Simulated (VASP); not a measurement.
# WC (Fm-3m) in VASP: notebook, part 2 of 2

VASP 6.6.1. The steps go on from the part before.

## (4) Single point, r2SCAN

The input, POSCAR:

```
WC
1.0
    0.0000000000      2.1926800000      2.1926800000
    2.1926800000      0.0000000000      2.1926800000
    2.1926800000      2.1926800000      0.0000000000
W C
1 1
Direct
    0.0000000000      0.0000000000      0.0000000000
    0.5000000000      0.5000000000      0.5000000000
```

The input, INCAR.step1:

```
SYSTEM = WC
PREC     = Accurate       ! precision mode
ENCUT    = 910            ! plane-wave cutoff, eV
ISMEAR   = 0              ! smearing method
SIGMA    = 0.3            ! smearing width, eV
LREAL    = .FALSE.        ! projectors in reciprocal space
LASPH    = .TRUE.         ! aspherical terms in the spheres
NELM     = 120            ! most SCF steps
NBANDS   = 16             ! bands
GGA      = PE             ! functional
ALGO     = Normal         ! electronic algorithm
EDIFF    = 1E-5           ! SCF threshold, eV
LWAVE    = .TRUE.         ! write WAVECAR
LCHARG   = .FALSE.        ! write CHGCAR
GGA_COMPAT= .FALSE.
```

The input, INCAR.step2:

```
SYSTEM = WC
PREC     = Accurate       ! precision mode
ENCUT    = 910            ! plane-wave cutoff, eV
EDIFF    = 1E-6           ! SCF threshold, eV
ISMEAR   = 0              ! smearing method
SIGMA    = 0.3            ! smearing width, eV
LREAL    = .FALSE.        ! projectors in reciprocal space
LASPH    = .TRUE.         ! aspherical terms in the spheres
NELM     = 120            ! most SCF steps
ALGO     = Normal         ! electronic algorithm
ISIF     = 2              ! what is computed and relaxed
LWAVE    = .FALSE.        ! write WAVECAR
LCHARG   = .TRUE.         ! write CHGCAR
METAGGA  = R2SCAN         ! meta-GGA
LMIXTAU  = .TRUE.       
LELF     = .TRUE.         ! ELF
LVHAR    = .TRUE.       
NBANDS   = 16             ! bands
ISTART   = 1            
GGA_COMPAT= .FALSE.
```

The input, KPOINTS:

```
regular mesh
0
G
  13 13 13
  0 0 0
```

Potentials or basis: VASP PAW PBE potentials, release 64 (W_sv, C_h).

Command:

```
> cat potpaw_PBE.64/W_sv/POTCAR potpaw_PBE.64/C_h/POTCAR > POTCAR
> cp INCAR.step1 INCAR
> mpirun -np 1 vasp_std > vasp.out
> cp INCAR.step2 INCAR
> mpirun -np 1 vasp_std > vasp.out
```

OUTCAR:

```text
SYSTEM = WC
   PREC = Accurate
   ENCUT = 910
   EDIFF = 1E-6
   ISMEAR = 0
   LREAL = .FALSE.
   LASPH = .TRUE.
   NELM = 120
   ISIF = 2
   METAGGA = R2SCAN
   ISTART = 1

 ion  position               nearest neighbor table
   1  0.000  0.000  0.000-   2 2.19   2 2.19   2 2.19   2 2.19   2 2.19   2 2.19
   2  0.500  0.500  0.500-   1 2.19   1 2.19   1 2.19   1 2.19   1 2.19   1 2.19

  LATTYP: Found a face centered cubic cell.
 ALAT       =     4.3853600000

  Lattice vectors:

 A1 = (   0.0000000000,   2.1926800000,   2.1926800000)
 A2 = (   2.1926800000,   0.0000000000,   2.1926800000)
 A3 = (   2.1926800000,   2.1926800000,   0.0000000000)

Analysis of symmetry for initial positions (statically):
=====================================================================
 Subroutine PRICEL returns:
 Original cell was already a primitive cell.

 Routine SETGRP: Setting up the symmetry group for a
 face centered cubic supercell.

 Subroutine GETGRP returns: Found 48 space group operations
 (whereof 48 operations were pure point group operations)
 out of a pool of 48 trial point group operations.

The static configuration has the point symmetry O_h .

Analysis of symmetry for dynamics (positions and initial velocities):
=====================================================================
 Subroutine PRICEL returns:
 Original cell was already a primitive cell.

 Routine SETGRP: Setting up the symmetry group for a
 face centered cubic supercell.

 Subroutine GETGRP returns: Found 48 space group operations
 (whereof 48 operations were pure point group operations)
 out of a pool of 48 trial point group operations.

The dynamic configuration has the point symmetry O_h .

 Subroutine INISYM returns: Found 48 space group operations
 (whereof 48 operations are pure point group operations),
 and found     1 'primitive' translations

----------------------------------------------------------------------------------------

                                     Primitive cell

[... 111 lines left out ...]
  volume/ion in A,a.u.               =      10.54        71.14
  Fermi-wavevector in a.u.,A,eV,Ry     =   1.553032  2.934805 32.816007  2.411908
  Thomas-Fermi vector in A             =   2.657321
   LORBIT       =      0    0 simple, 1 ext, 2 COOP (PROOUT), +10 PAW based schemes
   METAGGA = R2SCAN    functional components
   LHFCALC =     F    Hartree Fock is set to
   AEXX    =    0.0000 exact exchange contribution
   IVDW    =     0    specifies the selected vdW correction
   LEPSILON=     F    determine dielectric tensor
   LRPA    =     F    only Hartree local field effects (RPA)
 non-spin polarized calculation
 Gauss-broadening in eV      SIGMA  =   0.30
  energy-cutoff  :      910.00
  volume of cell :       21.08
 maximum number of plane-waves:      1363
   NGX = 15   NGY = 15   NGZ = 15

 number of electron      18.0000000 magnetization

 Free energy of the ion-electron system (eV)
  ---------------------------------------------------
  ext. energy  EPLUGINS =         0.00000000
  ---------------------------------------------------
  free energy    TOTEN  =       -60.65586107 eV

  energy without entropy =      -60.61364929  energy(sigma->0) =      -60.63475518

 E-fermi :  12.7432     XC(G=0): -14.8538

 val. band max:       12.6952938661   @ k =   0.2308   0.0000   0.0000
 cond. band min:      12.8191670820   @ k =   0.3077   0.2308   0.0769
 fundamental gap:      0.1238732159
 Fermi energy:        12.7432236896

 k-point     1 :       0.0000    0.0000    0.0000
  band No.  band energies     occupation
      1     -64.7280      2.00000
      2     -28.0633      2.00000
      3     -28.0633      2.00000
      4     -28.0633      2.00000
      5      -3.9772      2.00000
      6       9.8908      2.00000
[... 433 lines left out ...]
      3     -28.1988      2.00000
      4     -28.1671      2.00000
      5      -0.3694      2.00000
      6       3.7943      2.00000
[... 8 lines left out ...]
     15      25.1230      0.00000
     16      26.8645      0.00000

 [... further k-points ...]

------------------------ aborting loop because EDIFF is reached ----------------------------------------

  FORCE on cell =-STRESS in cart. coord.  units (eV):
  Direction    XX          YY          ZZ          XY          YZ          ZX
  --------------------------------------------------------------------------------------
  -------------------------------------------------------------------------------------
  Total       -0.4755618     -0.4755618     -0.4755618      0.0000000      0.0000000     -0.0000000
  in kB      -36.1378088    -36.1378088    -36.1378088      0.0000000      0.0000000     -0.0000000
  external PRESSURE =     -36.1378088 kB  Pullay stress =       0.0000000 kB

 VOLUME and BASIS-vectors are now :
 -----------------------------------------------------------------------------
  energy-cutoff  :      910.00
  volume of cell :       21.08
      direct lattice vectors                 reciprocal lattice vectors
     0.000000000  2.192680000  2.192680000    -0.228031450  0.228031450  0.228031450
     2.192680000  0.000000000  2.192680000     0.228031450 -0.228031450  0.228031450
     2.192680000  2.192680000  0.000000000     0.228031450  0.228031450 -0.228031450

 POSITION                                       TOTAL-FORCE (eV/Angst)
 -----------------------------------------------------------------------------------
      0.00000      0.00000      0.00000         0.000000      0.000000      0.000000
      2.19268      2.19268      2.19268         0.000000      0.000000     -0.000000
 -----------------------------------------------------------------------------------
    total drift:                                0.000000     -0.000000     -0.000000

  FREE ENERGIE OF THE ION-ELECTRON SYSTEM (eV)
  ---------------------------------------------------
  free  energy   TOTEN  =       -60.6558610749 eV

  energy  without entropy=      -60.6136492867  energy(sigma->0) =      -60.63475518
```

OSZICAR.step1:

```text
N       E                     dE             d eps       ncg     rms          rms(c)
DAV:   1     0.149440098354E+03    0.14944E+03   -0.13201E+04  2688   0.186E+03
DAV:   2    -0.194071241503E+02   -0.16885E+03   -0.16203E+03  3320   0.430E+02
DAV:   3    -0.250263908874E+02   -0.56193E+01   -0.55738E+01  2952   0.681E+01
DAV:   4    -0.250654639021E+02   -0.39073E-01   -0.39066E-01  3512   0.641E+00
DAV:   5    -0.250657126355E+02   -0.24873E-03   -0.24873E-03  3008   0.515E-01    0.307E+01
DAV:   6    -0.216881444706E+02    0.33776E+01   -0.85691E+00  3752   0.277E+01    0.776E+00
DAV:   7    -0.216129465265E+02    0.75198E-01   -0.52340E-01  2704   0.597E+00    0.623E+00
DAV:   8    -0.215872342537E+02    0.25712E-01   -0.85606E-02  3160   0.270E+00    0.135E+00
DAV:   9    -0.215854831851E+02    0.17511E-02   -0.32231E-03  2936   0.568E-01    0.955E-02
DAV:  10    -0.215854240555E+02    0.59130E-04   -0.44751E-04  3280   0.228E-01    0.151E-02
DAV:  11    -0.215854274124E+02   -0.33569E-05   -0.84287E-06  2104   0.320E-02
   1 F= -.21585427E+02 E0= -.21563099E+02  d E =-.446564E-01
```

Run time: 2.4 min. Hardware: 1 thread of Intel Xeon Platinum 8175M at 2.50GHz (Skylake/Cascade Lake), shared host; peak memory 0.24 GiB.

What came out:

- Free energy: -60.6559 eV
- Pressure: -3.6 GPa
- Band gap on the k mesh: zero (band 9 reaches 13.74 eV, above the bottom of band 10 at 10.53 eV)

Levels at points of the mesh, in eV from the Fermi level:
```tsv
k point	band 7	band 8	band 9	band 10	band 11	band 12
(0.00, 0.00, 0.00)	-2.85	-2.85	-1.17	-1.17	-1.17	-1.03
```

Caveat: the cutoff is under 1.25 times the usual one of these potentials, so pressure, stress and relaxed cells hold a basis-set (Pulay) error; the PAW data sets were made with another functional, which shifts forces and pressure a little; spin-orbit coupling is left out, which moves the levels of the heavy elements.

## (5) The runs side by side

| potentials or basis | cutoff (eV) | smearing | second run | gap on the mesh (eV) | pressure (GPa) |
| --- | --- | --- | --- | --- | --- |
| VASP PAW PBE potentials, release 64 (W_sv, C) | 520 | gaussian 0.05 eV | - | none | -3.7 |
| VASP PAW PBE potentials, release 64 (W_sv, C_h) | 910 | gaussian 0.05 eV | hard_potentials | none | -3.9 |
| VASP PAW PBE potentials, release 64 (W_sv, C_h) | 910 | gaussian 0.3 eV | hard_potentials | none | -3.6 |

Alike in all rows: task single point; level r2SCAN; no spin polarisation; cell as given; k mesh 13 × 13 × 13.

Caveats: the PAW data sets were made with another functional, which shifts forces and pressure a little; spin-orbit coupling is left out, which moves the levels of the heavy elements; the cutoff is under 1.25 times the usual one of these potentials, so pressure, stress and relaxed cells hold a basis-set (Pulay) error (some runs).

Absolute energies hang on the potentials; compare differences alone.
